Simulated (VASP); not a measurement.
Runs of VASP 6.6.1 on P. The structure is that of space group Fd-3m (No. 227), or close to it. The cells are those of the table. This isn't the form of P at room conditions, which is orthorhombic.

| spin | cell | gap on the mesh (eV) | pressure (GPa) |
| --- | --- | --- | --- |
| off | a = 3.273 Å, angles 60.0°, 2 atoms | none | 68.5 |
| off | a = 2.859 Å, angles 60.0°, 2 atoms | none | (b) |
| off | a = 3.080 Å, angles 60.0°, 2 atoms | none | (a) |
| off | a = 3.603 Å, angles 60.0°, 2 atoms | none | 14.2 |
| non-collinear, zero start, SOC | a = 3.747 Å, angles 60.0°, 2 atoms | - | 5.4 |

Alike in all rows: task single point; level PBE; potentials or basis VASP PAW PBE potentials, release 64 (P); k mesh 12 × 12 × 12; cutoff (eV) 500; smearing fermi-dirac 0.1 eV.

Task: Fill in the values left out.

Result: (a) 151.8; (b) 353.4.

Caveats: the cell stands under pressure.

A gap of «none» marks levels without a gap at the run's occupations.
